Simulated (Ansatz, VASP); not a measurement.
## Two plane-wave programs on SnTe

```
CELL_PARAMETERS angstrom
3.90470 0.00000 0.00000
0.00000 3.90470 0.00000
0.00000 0.00000 3.90470
ATOMIC_POSITIONS crystal
Te 0.50000 0.50000 0.50000
Sn 0.00000 0.00000 0.00000
```

Alike in both runs: task relaxation of cell and atoms; functional BLYP; k mesh 7 × 7 × 7; occupations fermi-dirac, width 0.05 eV; no spin polarisation.

|  | VASP | Ansatz |
| --- | --- | --- |
| version | VASP 6.6.1 | Ansatz 0.2.0 |
| potentials or method | VASP PAW PBE potentials, release 64 (Te, Sn_d) | Ansatz PAW |
| plane-wave cutoff (eV) | 600 | 420 |
| valence electrons in the cell | 20 | 30 |

VASP gave:

| Quantity | Value |
| --- | --- |
| gap on the k mesh at the Fermi level, each at its own relaxed structure (eV) | none |
| relaxed volume (Å³/atom) | 33.31 |
| relaxed cell length with the largest relative difference (Å) | 4.054 |

Problem. Which values does Ansatz return?

Solution. gap on the k mesh at the Fermi level, each at its own relaxed structure (eV): none; relaxed volume (Å³/atom): 33.23; relaxed cell length with the largest relative difference (Å): 4.051.

VASP's potentials were made for PBE, not for BLYP. A gap of «none» marks a metal or a gap that the smearing closes. VASP's potentials hold 20 valence electrons a cell and Ansatz's 30, so a difference there can come from the potentials and not from the codes.

Spin-orbit coupling is off throughout. Noted on Ansatz's run: the plane-wave basis is chosen anew once the cell has moved, so the energies of steps on either side of that aren't comparable.
